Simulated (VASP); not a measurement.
Wanted: the native input for a VASP 6.6.1 run.

```
Task                   : single point
Functional             : PBE
Potentials or basis    : VASP PAW PBE potentials, release 64 (Mg)
Cutoff                 : 520 eV
k mesh                 : 16 × 16 × 16
Occupations            : fermi-dirac, width 0.03 eV
Spin                   : no spin polarisation
Dipole correction      : no
Further INCAR settings : ALGO = Normal; EDIFF = 1e-06; NBANDS = 7
```

The structure of Mg lies in POSCAR:

```
Mg
1.0
   -0.0224425600      2.2330347200      2.2330347200
    2.2330347200     -0.0224425600      2.2330347200
    2.2330347200      2.2330347200     -0.0224425600
Mg
1
Direct
    0.0000000000      0.0000000000      0.0000000000
```

This cell differs from its parent crystal: equal xy, yz and zx shear strains of -1 %.

One way to write it, as run:

INCAR

```
PREC = Accurate
ENCUT = 520
EDIFF = 1E-6
ISMEAR = -1
SIGMA = 0.03
LREAL = False
LASPH = True
NELM = 100
ALGO = Normal
ISIF = 2
LWAVE = False
LCHARG = False
GGA = PE
NBANDS = 7
```

KPOINTS

```
regular mesh
0
Gamma
  16 16 16
```

Potentials or basis: VASP PAW PBE potentials, release 64 (Mg).

Launch:

```sh
$ cat potpaw_PBE.64/Mg/POTCAR > POTCAR
$ mpirun -np 1 vasp_std > vasp.out
```

It gave:

| Item | Value |
| --- | --- |
| Pressure | 0.7 GPa |
| Band gap on the k mesh | zero (band 1 reaches 4.13 eV, above the bottom of band 2 at 1.37 eV) |

Caveat: the cell differs from its parent crystal (equal xy, yz and zx shear strains of -1 %).

It took 27 s on 1 thread of Intel(R) Xeon(R) Platinum 8488C (Sapphire Rapids), on a shared host, peak memory 0.19 GiB.
